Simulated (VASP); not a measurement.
A run of VASP 6.6.1 is set up as follows.

The input INCAR:

```
SYSTEM = RbBr
PREC = Accurate ; ENCUT = 520
EDIFF = 1E-6 ; ISMEAR = -1
SIGMA = 0.05 ; LREAL = .False.
LASPH = .True. ; NELM = 60
ALGO = Normal ; ISIF = 2
LWAVE = .False. ; LCHARG = .False.
NBANDS = 15
```

Contents of KPOINTS:

```
Automatic mesh
0
Gamma
  7 7 7
  0 0 0
```

The input POSCAR:

```
RbBr
1.0
    0.0000000000      3.3570415946      3.3570415946
    3.3570415946      0.0000000000      3.3570415946
    3.3570415946      3.3570415946      0.0000000000
Rb Br
1 1
Direct
    0.0000000000      0.0000000000      0.0000000000
    0.5000000000      0.5000000000      0.5000000000
```

Potentials or basis: VASP PAW LDA potentials, release 64 (Rb_sv, Br).

The run is started by

```bash
$ cat potpaw_LDA.64/Rb_sv/POTCAR potpaw_LDA.64/Br/POTCAR > POTCAR
$ mpirun -np 1 vasp_std > vasp.out
```

Problem. What does it give for the band gap on the k mesh?

Solution. 4.11 eV, direct.

Problem. Estimate the pressure.

Solution. -0.3 GPa.
